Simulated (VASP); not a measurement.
SnTe: single point with PBE

The system is SnTe.

```
Te Sn
1.0
     0.00000    3.15572    3.15572
     3.15572    0.00000    3.15572
     3.15572    3.15572    0.00000
Te Sn
1 1
Cartesian
  3.1557 3.1557 3.1557
  0.0000 0.0000 0.0000
```

| Property | Result |
| --- | --- |
| Program | VASP 6.6.1 |
| Task | single point |
| Functional | PBE |
| Potentials or basis | VASP PAW PBE potentials, release 64 (Te, Sn_d) |
| Cutoff | 520 eV |
| k mesh | 7 × 7 × 7 |
| Occupations | fermi-dirac, width 0.05 eV |
| Spin | no spin polarisation |
| Dipole correction | no |
| Further INCAR settings | ALGO = Normal; EDIFF = 1e-07; NBANDS = 17 |

```yaml
Pressure: 1.9 GPa
```

Levels at points of the mesh, in eV from the Fermi level:
```csv
k point,band 7,band 8,band 9,band 10,band 11,band 12,band 13,band 14
"(0.00, 0.00, 0.00)",-4.77,-2.21,-2.21,-2.21,3.27,3.27,3.27,4.69
```

It took 55 s on 1 thread of Intel Xeon 8259CL, with other jobs on the host, peak memory 0.2 GiB.

Caveat: this odd mesh misses L, where the gap lies, so gap, dielectric constants and Born charges aren't listed; spin-orbit coupling is left out, which moves the levels of the heavy elements.
